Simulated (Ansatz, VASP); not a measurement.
# B2N: VASP beside Ansatz

```
B N
1.0
    -1.80389    1.80389    3.78833
     1.80389   -1.80389    3.78833
     1.80389    1.80389   -3.78833
B N
4 2
Direct
  0.25777 0.25777 0.51553
  0.25777 0.74223 0.00000
  0.74223 0.25777 0.00000
  0.74223 0.74223 0.48447
  0.64362 0.64362 0.00000
  0.35638 0.35638 0.00000
```

Alike in both runs: functional PBE; k mesh 14 × 14 × 14; occupations gaussian, width 0.1 eV; no spin polarisation.

Ansatz relaxed the structure, and its values are those at the end. VASP's run is a single point on that final structure, the one shown.

```csv
,VASP,Ansatz
version,VASP 6.6.1,Ansatz 0.2.0
potentials or method,"VASP PAW PBE potentials, release 64 (B, N), cutoff 520 eV","scalar-relativistic, plane waves, PAW"
valence electrons in the cell,22,22
```

|  | VASP | Ansatz | Ansatz less VASP |
| --- | --- | --- | --- |
| gap on the k mesh at the Fermi level (eV) | none | none | - |
| pressure (GPa) | 0.2 | 0.0 | -0.18 |
| rms of the force components (eV/Å) | 0.033 | 0.000 | -0.0324 |

A gap of «none» marks a metal or a gap that the smearing closes.
